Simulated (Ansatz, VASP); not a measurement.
# One calculation of Sn, two programs

The input INCAR:

```
SYSTEM = Sn
PREC = Accurate
ENCUT = 520
EDIFF = 1E-7
ISMEAR = -1
SIGMA = 0.1
LREAL = .False.
LASPH = .True.
NELM = 100
ALGO = Normal
ISIF = 2
LWAVE = .False.
LCHARG = .False.
NBANDS = 13
```

KPOINTS

```
regular mesh
0
Gamma
  12 12 12
  0 0 0
```

Contents of POSCAR:

```
Sn
1.0
    3.0407955227      0.0000000000      0.0000000000
    0.0000000000      3.0407955227      0.0000000000
    0.0000000000      0.0000000000      3.0407955227
Sn
1
Direct
    0.0000000000      0.0000000000      0.0000000000
```

Input for Ansatz:

```yaml
crystal:
  lattice:
    - [3.0407955227, 0.0, 0.0]
    - [0.0, 3.0407955227, 0.0]
    - [0.0, 0.0, 3.0407955227]
  atoms:
    - { symbol: Sn, position: [0.0, 0.0, 0.0] }
hamiltonian:
  xc: lda
  pseudopotentials:
    kind: paw
    azcp:
      Sn: "pseudopotentials/Sn.paw.azcp"
basis:
  ecutwfc: 420
  fft_grid_basis: typed
kpoints:
  mp_grid: { grid: [12, 12, 12], shift: [0, 0, 0] }
magnetization:
  spin_polarized: false
scf:
  occupations: { method: fermi_dirac, width: 0.1 }
  lower_state_search: "off"
output:
  stress: true
  write_density: true
  write_potential: true
  elf: true
  volumetric_format: npy
```

Alike in both runs: task single point; functional LDA; k mesh 12 × 12 × 12; occupations fermi-dirac, width 0.1 eV; no spin polarisation.

```csv
,VASP,Ansatz
version,VASP 6.6.1,Ansatz 0.2.0
potentials or method,"VASP PAW LDA potentials, release 64 (Sn_d), cutoff 520 eV","plane waves (420 eV) with PAW, scalar-relativistic"
valence electrons in the cell,14,14
```

```csv
,VASP,Ansatz,Ansatz less VASP
pressure (GPa),-1.8,-1.8,+0.01
```

Ansatz warns that its potentials were made for another functional, while VASP's fit it. LDA's correlation is that of Perdew and Zunger in VASP and of Perdew and Wang (1992) in Ansatz.
